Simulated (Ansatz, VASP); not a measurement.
Two plane-wave programs on AlIn2As3

```
Al In As
1.0
     4.02422    0.00000    0.00000
    -2.01211    3.48508    0.00000
     0.00000    0.00000    9.85728
Al In As
1 2 3
Direct
  0.33333 0.66667 0.66667
  0.00000 0.00000 0.00000
  0.66667 0.33333 0.33333
  0.33333 0.66667 0.91667
  0.66667 0.33333 0.58333
  0.00000 0.00000 0.25000
```

Alike in both runs: task relaxation of cell and atoms; functional PBE; k mesh 6 × 6 × 2; occupations gaussian, width 0.1 eV; no spin polarisation.

```csv
,VASP,Ansatz
version,VASP 6.6.1,Ansatz 0.2.0
potentials or method,"VASP PAW PBE potentials, release 64 (Al, In_d, As), cutoff 600 eV","scalar-relativistic, plane waves, PAW"
valence electrons in the cell,44,74
```

```tsv
	VASP	Ansatz	Ansatz less VASP
gap on the k mesh at the Fermi level, each at its own relaxed structure (eV)	none	none	-
relaxed volume (Å³/atom)	27.49	27.41	-0.076
relaxed cell length with the largest relative difference (Å)	4.268	4.262	-0.0062
```

A gap of «none» marks a metal or a gap that the smearing closes. VASP's potentials hold 44 valence electrons a cell and Ansatz's 74, so a difference there can come from the potentials and not from the codes.

Noted on VASP's run: the volume moved by over 15 % at a fixed basis, so the end points are rough.
